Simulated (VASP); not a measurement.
A run of VASP 6.6.1 is set up as follows.

INCAR

```
PREC = Accurate ; ENCUT = 1340
EDIFF = 1E-6 ; ISMEAR = 0
SIGMA = 0.02 ; LREAL = False
LASPH = True ; NELM = 120
ALGO = Normal ; ISIF = 2
LWAVE = False ; LCHARG = False
GGA = PE ; NBANDS = 28
GGA_COMPAT = False
```

Contents of KPOINTS:

```
regular mesh
0
Gamma
  6 6 6
```

Contents of POSCAR:

```
BaTiO3
1.0
    2.8367789675      1.6378151006      2.3279387388
   -2.8367789675      1.6378151006      2.3279387388
    0.0000000000     -3.2756302011      2.3279387388
Ba Ti O
1 1 3
Direct
    0.0027698596      0.0027698596      0.0027698596
    0.5153180029      0.5153180029      0.5153180029
    0.4894140141      0.4894140141      0.9817841594
    0.4894140141      0.9817841594      0.4894140141
    0.9817841594      0.4894140141      0.4894140141
```

Potentials or basis: VASP PAW PBE potentials, release 64 (Ba_sv, Ti_sv, O_h).

Command:

```sh
$ cat potpaw_PBE.64/Ba_sv/POTCAR potpaw_PBE.64/Ti_sv/POTCAR potpaw_PBE.64/O_h/POTCAR > POTCAR
$ mpirun -np 1 vasp_std > vasp.out
```

Problem. What does it give for the pressure?

Solution. 4.7 GPa.

Problem. Estimate the largest force.

Solution. 0.042 eV/Å.

Problem. Estimate the band gap on the k mesh.

Solution. 2.39 eV (least direct gap 2.82 eV).

Forces on the atoms (eV/Å):
```
Ba   0.000  0.000 -0.042
Ti   0.000  0.000 -0.037
O    0.000 -0.011  0.026
O   -0.010  0.006  0.026
O    0.010  0.006  0.026
```

Caveat: the cell stands under pressure; spin-orbit coupling is left out, which moves the levels of the heavy elements. A k mesh can miss the band edges.
